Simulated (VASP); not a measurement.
# Ga2SnO3 (R-3m) in VASP: a series of runs, part 2 of 2

VASP 6.6.1. Earlier steps stand in the parts before.

## 3. Single point, PBE

This run uses another cell than the first one, of 14.41 Å³/atom, 0.862 times its volume.

INCAR reads:

```
SYSTEM = Ga2SnO3
ALGO = Normal ; EDIFF = 1E-6
ENCUT = 520 ; GGA = PE
ISIF = 2 ; ISMEAR = 0
LASPH = .TRUE. ; LCHARG = .FALSE.
LREAL = .FALSE. ; LWAVE = .FALSE.
NBANDS = 38 ; NELM = 80
PREC = Accurate ; SIGMA = 0.1
```

KPOINTS reads:

```
k-points
0
G
  6 6 6
  0 0 0
```

POSCAR reads:

```
Ga2SnO3
1.0
    2.9734424170      1.7167177788      2.8223740967
   -2.9734424170      1.7167177788      2.8223740967
    0.0000000000     -3.4334355609      2.8223740947
Ga Sn O
2 1 3
Direct
    0.6608125252      0.6608125252      0.6608125252
    0.3391874748      0.3391874748      0.3391874748
    0.0000000000      0.0000000000      0.0000000000
    0.0000000000      0.5000000000      0.0000000000
    0.5000000000      0.0000000000      0.0000000000
    0.0000000000      0.0000000000      0.5000000000
```

Potentials or basis: VASP PAW PBE potentials, release 64 (Ga_d, Sn_d, O).

Started as:

```
> cat potpaw_PBE.64/Ga_d/POTCAR potpaw_PBE.64/Sn_d/POTCAR potpaw_PBE.64/O/POTCAR > POTCAR
> mpirun -np 1 vasp_std > vasp.out
```

OUTCAR:

```text
SYSTEM = Ga2SnO3
   EDIFF = 1E-6
   ENCUT = 520
   GGA = PE
   ISIF = 2
   ISMEAR = 0
   LASPH = .TRUE.
   LREAL = .FALSE.
   NELM = 80
   PREC = Accurate

 ion  position               nearest neighbor table
   1  0.661  0.661  0.661-   4 2.25   5 2.25   6 2.25   2 2.72   3 2.87
   2  0.339  0.339  0.339-   4 2.25   5 2.25   6 2.25   1 2.72   3 2.87
   3  0.000  0.000  0.000-   4 2.22   5 2.22   4 2.22   5 2.22   6 2.22   6 2.22   1 2.87   2 2.87

   4  0.000  0.500  0.000-   3 2.22   3 2.22   1 2.25   2 2.25
   5  0.500  0.000  0.000-   3 2.22   3 2.22   1 2.25   2 2.25
   6  0.000  0.000  0.500-   3 2.22   3 2.22   1 2.25   2 2.25

  LATTYP: Found a trigonal (rhomboedric) cell.
 ALAT       =     4.4445781893
 COS(alpha) =     0.1048661941

  Lattice vectors:

 A1 = (   2.9734424170,   1.7167177788,   2.8223740967)
 A2 = (  -2.9734424170,   1.7167177788,   2.8223740967)
 A3 = (   0.0000000000,  -3.4334355609,   2.8223740947)

Analysis of symmetry for initial positions (statically):
=====================================================================
 Subroutine PRICEL returns:
 Original cell was already a primitive cell.

[... 182 lines left out ...]
 fundamental gap:      0.0215982851
 Fermi energy:         5.9879519292

 k-point     1 :       0.0000    0.0000    0.0000
  band No.  band energies     occupation
      1     -16.4979      2.00000
      2     -16.4979      2.00000
      3     -16.1750      2.00000
      4     -16.1130      2.00000
      5     -16.1130      2.00000
      6     -13.6923      2.00000
[... 973 lines left out ...]
     37      12.6421      0.00000
     38      13.8602      0.00000

 [... further k-points ...]

------------------------ aborting loop because EDIFF is reached ----------------------------------------

  FORCE on cell =-STRESS in cart. coord.  units (eV):
  Direction    XX          YY          ZZ          XY          YZ          ZX
  --------------------------------------------------------------------------------------
  -------------------------------------------------------------------------------------
  Total        0.2092058      0.2092058      0.1964944      0.0000000      0.0000000     -0.0000000
  in kB        3.8775727      3.8775727      3.6419707      0.0000000      0.0000000     -0.0000000
  external PRESSURE =       3.7990387 kB  Pullay stress =       0.0000000 kB

 VOLUME and BASIS-vectors are now :
 -----------------------------------------------------------------------------
  energy-cutoff  :      520.00
  volume of cell :       86.44
      direct lattice vectors                 reciprocal lattice vectors
     2.973442417  1.716717779  2.822374097     0.168155266  0.097084488  0.118103881
    -2.973442417  1.716717779  2.822374097    -0.168155266  0.097084488  0.118103881
     0.000000000 -3.433435561  2.822374095     0.000000000 -0.194168976  0.118103881

 POSITION                                       TOTAL-FORCE (eV/Angst)
 -----------------------------------------------------------------------------------
      0.00000     -0.00000      5.59518        -0.000000      0.000000     -0.037867
      0.00000     -0.00000      2.87194        -0.000000     -0.000000      0.037867
      0.00000      0.00000      0.00000        -0.000000     -0.000000     -0.000000
     -1.48672      0.85836      1.41119         0.000000     -0.000000     -0.000000
      1.48672      0.85836      1.41119        -0.000000     -0.000000     -0.000000
      0.00000     -1.71672      1.41119         0.000000     -0.000000     -0.000000
 -----------------------------------------------------------------------------------
    total drift:                                0.000000     -0.000000      0.000000

  FREE ENERGIE OF THE ION-ELECTRON SYSTEM (eV)
  ---------------------------------------------------
  free  energy   TOTEN  =       -29.7388249116 eV

  energy  without entropy=      -29.7225404502  energy(sigma->0) =      -29.73068268
```

OSZICAR:

```text
N       E                     dE             d eps       ncg     rms          rms(c)
DAV:   1     0.655937177121E+03    0.65594E+03   -0.27625E+04  2708   0.259E+03
DAV:   2     0.845233606548E+02   -0.57141E+03   -0.54448E+03  2578   0.672E+02
DAV:   3    -0.268928419461E+02   -0.11142E+03   -0.10805E+03  2762   0.212E+02
DAV:   4    -0.342919522797E+02   -0.73991E+01   -0.73012E+01  2938   0.584E+01
DAV:   5    -0.345489984705E+02   -0.25705E+00   -0.25671E+00  2992   0.111E+01    0.131E+01
DAV:   6    -0.299918851932E+02    0.45571E+01   -0.20997E+01  3762   0.490E+01    0.587E+00
DAV:   7    -0.297823384401E+02    0.20955E+00   -0.23258E+00  2688   0.101E+01    0.267E+00
DAV:   8    -0.297480214402E+02    0.34317E-01   -0.37123E-01  2990   0.373E+00    0.690E-01
DAV:   9    -0.297377555972E+02    0.10266E-01   -0.37118E-02  3812   0.169E+00    0.142E-01
DAV:  10    -0.297386390424E+02   -0.88345E-03   -0.53270E-03  2610   0.496E-01    0.819E-02
DAV:  11    -0.297388296824E+02   -0.19064E-03   -0.31193E-04  3338   0.134E-01    0.153E-02
DAV:  12    -0.297388251944E+02    0.44880E-05   -0.22333E-05  3354   0.557E-02    0.892E-03
DAV:  13    -0.297388249116E+02    0.28280E-06   -0.25617E-06  2294   0.113E-02
   1 F= -.29738825E+02 E0= -.29730683E+02  d E =-.162845E-01
```

It took 35 s on 1 thread of Intel Xeon 6975P-C (Granite Rapids), shared host; peak memory 0.25 GiB.

What came out:

| Item | Value |
| --- | --- |
| Free energy | -29.7388 eV |
| Pressure | 0.4 GPa |
| Largest force | 0.038 eV/Å |
| Band gap on the k mesh | zero (band 29 reaches 7.12 eV, above the bottom of band 30 at 5.41 eV) |

Forces in eV/Å, atoms in the order of the input:
```
Ga   0.000  0.000 -0.038
Ga   0.000  0.000  0.038
Sn   0.000  0.000  0.000
O    0.000  0.000  0.000
O    0.000  0.000  0.000
O    0.000  0.000  0.000
```

Caveat: spin-orbit coupling is left out, which moves the levels of the heavy elements.

## 4. Relaxation of cell and atoms, PBE

INCAR reads:

```
SYSTEM = Ga2SnO3
ALGO = Normal
EDIFF = 1E-7
EDIFFG = -0.04
ENCUT = 600
GGA = PE
IBRION = 2
ISIF = 3
ISMEAR = 0
LASPH = .TRUE.
LCHARG = .FALSE.
LREAL = .FALSE.
LWAVE = .FALSE.
NELM = 80
NSW = 90
PREC = Accurate
SIGMA = 0.1
```

KPOINTS is that of step 3.

POSCAR reads:

```
Ga2SnO3
1.0
    2.6252271400      1.5156755900      4.2026333500
   -2.6252271400      1.5156755900      4.2026333500
    0.0000000000     -3.0313511900      4.2026333500
Ga Sn O
2 1 3
Direct
    0.6245104100      0.6245104100      0.6245104100
    0.3754895900      0.3754895900      0.3754895900
    0.0000000000      0.0000000000      0.0000000000
    0.0000000000      0.5000000000      0.0000000000
    0.5000000000      0.0000000000      0.0000000000
    0.0000000000      0.0000000000      0.5000000000
```

Started as:

```
> cat potpaw_PBE.64/Ga_d/POTCAR potpaw_PBE.64/Sn_d/POTCAR potpaw_PBE.64/O/POTCAR > POTCAR
> mpirun -np 1 vasp_std > vasp.out
```

It took 17 min on 1 thread of Intel Xeon 6975P-C (Granite Rapids), shared host; peak memory 0.37 GiB.

It converged, with:

```yaml
Free_energy: -29.7453 eV
Relaxed_volume: 14.43 Å³/atom
Relaxed_cell: a = 4.447 Å, b = 4.447 Å, c = 4.447 Å, α = 83.89°, β = 83.89°, γ = 83.89°
Space_group_after_relaxing_to_0.05_Å: R-3m (No. 166)
Energy_gained_by_relaxing: 1166.6 meV/atom
Ionic_steps: 21
Pressure_after_relaxing: 0.0 GPa
Largest_force_after_relaxing: 0.026 eV/Å
Band_gap_on_the_k_mesh: zero (band 29 reaches 7.08 eV, above the bottom of band 30 at 5.37 eV)
```

Forces on the atoms (eV/Å):
```
Ga   0.000  0.000  0.026
Ga   0.000  0.000 -0.026
Sn   0.000  0.000  0.000
O    0.000  0.000  0.000
O    0.000  0.000  0.000
O    0.000  0.000  0.000
```

Stress tensor (GPa, compression positive):
```
 0.04  0.00  0.00
 0.00  0.04  0.00
 0.00  0.00 -0.22
```

Step by step:
| step | energy change (eV) | largest force (eV/Å) | pressure (GPa) | volume (Å³) |
| --- | --- | --- | --- | --- |
| 1 | 0.0000 | 0.3838 | -7.55 | 100.33 |
| 2 | -1.4235 | 0.0200 | -3.93 | 89.03 |
| 3 | -2.1915 | 9.0807 | 59.59 | 62.47 |
| 4 | -2.6980 | 0.7680 | 0.25 | 81.02 |
| 5 | -3.9267 | 2.8789 | 16.06 | 71.65 |
| 6 | -4.3232 | 3.7638 | 20.97 | 70.44 |
| 7 | -4.4629 | 5.0131 | 28.89 | 68.83 |
| 8 | -5.2084 | 4.1546 | 23.73 | 70.85 |
| 9 | -6.3628 | 1.8703 | 14.92 | 76.70 |
| 10 | -6.4666 | 0.9722 | 13.16 | 79.01 |
| 11 | -6.4607 | 0.6638 | 12.68 | 79.76 |
| 12 | -6.7731 | 0.6945 | 6.42 | 82.63 |
| 13 | -6.9395 | 0.7827 | -0.58 | 86.67 |
| 14 | -6.9408 | 0.7931 | -1.16 | 87.06 |
| 15 | -6.9649 | 0.6001 | -0.76 | 86.76 |
| 16 | -6.9970 | 0.1167 | 0.54 | 85.91 |
| 17 | -6.9975 | 0.0596 | 0.72 | 85.79 |
| 18 | -6.9991 | 0.0560 | 0.21 | 86.23 |
| 19 | -6.9994 | 0.0544 | -0.04 | 86.47 |
| 20 | -6.9994 | 0.0539 | -0.10 | 86.53 |
| 21 | -6.9998 | 0.0255 | -0.05 | 86.56 |

Final structure:
```xyz
6
Lattice="2.9728 1.7163 2.8276 -2.9728 1.7163 2.8276 0.0000 -3.4327 2.8276" Properties=species:S:1:pos:R:3 pbc="T T T"
Ga    0.0000    0.0000    5.6011
Ga    0.0000    0.0000    2.8818
Sn    0.0000    0.0000    0.0000
O    -1.4864    0.8582    1.4138
O     1.4864    0.8582    1.4138
O     0.0000   -1.7163    1.4138
```

Levels at points of the mesh, in eV from the Fermi level:
| k point | band 26 | band 27 | band 28 | band 29 | band 30 | band 31 | band 32 | band 33 |
| --- | --- | --- | --- | --- | --- | --- | --- | --- |
| (0.00, 0.00, 0.00) | -3.30 | -3.13 | -3.13 | -2.65 | 1.73 | 2.28 | 2.28 | 3.12 |
| (0.50, 0.00, 0.00) | -3.35 | -2.85 | -2.00 | -1.49 | 0.47 | 3.25 | 4.06 | 4.10 |
| (0.50, 0.50, 0.00) | -3.41 | -2.53 | -2.19 | -0.38 | 1.81 | 2.15 | 3.47 | 4.73 |
| (0.50, 0.50, 0.50) | -2.81 | -2.81 | -2.21 | 1.12 | 1.30 | 2.44 | 2.44 | 3.68 |

Caveat: spin-orbit coupling is left out, which moves the levels of the heavy elements.

## 5. Single point, PBE

This run uses another cell than the first one, of 14.39 Å³/atom, 0.860 times its volume.

INCAR reads:

```
SYSTEM = Ga2SnO3
ALGO = Normal ; EDIFF = 1E-7
ENCUT = 520 ; GGA = PE
ISIF = 2 ; ISMEAR = 0
LASPH = .TRUE. ; LCHARG = .FALSE.
LREAL = .FALSE. ; LWAVE = .FALSE.
NBANDS = 38 ; NELM = 100
PREC = Accurate ; SIGMA = 0.1
```

KPOINTS reads:

```
k-points
0
G
  12 12 12
  0 0 0
```

POSCAR reads:

```
Ga2SnO3
1.0
    2.9710304404      1.7153252245      2.8229991415
   -2.9710304404      1.7153252245      2.8229991415
    0.0000000000     -3.4306504490      2.8229991415
Ga Sn O
2 1 3
Direct
    0.6603862470      0.6603862470      0.6603862470
    0.3396137530      0.3396137530      0.3396137530
    0.0000000000      0.0000000000      0.0000000000
    0.0000000000      0.5000000000      0.0000000000
    0.5000000000      0.0000000000      0.0000000000
    0.0000000000      0.0000000000      0.5000000000
```

Started as:

```
> cat potpaw_PBE.64/Ga_d/POTCAR potpaw_PBE.64/Sn_d/POTCAR potpaw_PBE.64/O/POTCAR > POTCAR
> mpirun -np 1 vasp_std > vasp.out
```

Wall time 3.6 min (1 thread of Intel Xeon 6975P-C (Granite Rapids), shared host); peak memory 0.61 GiB.

It converged, with:

```yaml
Free_energy: -29.7546 eV
Pressure: 0.3 GPa
Largest_force: 0.039 eV/Å
Band_gap_on_the_k_mesh: zero (band 29 reaches 7.14 eV, above the bottom of band 30 at 5.42 eV)
```

Forces on the atoms (eV/Å):
```
Ga   0.000  0.000 -0.039
Ga   0.000  0.000  0.039
Sn   0.000  0.000  0.000
O    0.000  0.000  0.000
O    0.000  0.000  0.000
O    0.000  0.000  0.000
```

Stress tensor (GPa, compression positive):
```
0.23 0.00 0.00
0.00 0.23 0.00
0.00 0.00 0.36
```

Levels at points of the mesh, in eV from the Fermi level:
```csv
k point,band 25,band 26,band 27,band 28,band 29,band 30,band 31,band 32,band 33,band 34
"(0.00, 0.00, 0.00)",-4.14,-3.39,-3.24,-3.24,-2.75,1.69,2.22,2.22,3.05,5.11
"(0.50, 0.00, 0.00)",-3.99,-3.46,-2.96,-2.08,-1.56,0.38,3.18,3.99,4.03,4.28
"(0.50, 0.50, 0.00)",-4.14,-3.52,-2.63,-2.27,-0.45,1.74,2.06,3.40,4.63,4.87
"(0.50, 0.50, 0.50)",-3.55,-2.91,-2.91,-2.31,1.07,1.21,2.35,2.35,3.62,3.62
```

Caveat: spin-orbit coupling is left out, which moves the levels of the heavy elements.

## 6. The runs side by side

```csv
task,cell,k mesh,cutoff (eV),gap on the mesh (eV),pressure (GPa),largest force (eV/Å)
single point,"a = 5.182 Å, angles 60.9°, 6 atoms",6 × 6 × 6,520,none,-7.5,0.38
single point,"a = 4.445 Å, angles 84.0°, 6 atoms",6 × 6 × 6,520,none,0.4,0.04
relaxation of cell and atoms,"relaxed from a = 5.182 Å, angles 60.9°, 6 atoms",6 × 6 × 6,600,none,0.0,0.03
single point,"a = 4.443 Å, angles 83.9°, 6 atoms",12 × 12 × 12,520,none,0.3,0.04
```

Alike in all rows: level PBE; potentials or basis VASP PAW PBE potentials, release 64 (Ga_d, Sn_d, O); no spin polarisation; smearing gaussian 0.1 eV.

Caveats: spin-orbit coupling is left out, which moves the levels of the heavy elements.

Absolute energies hang on the potentials; compare differences alone.
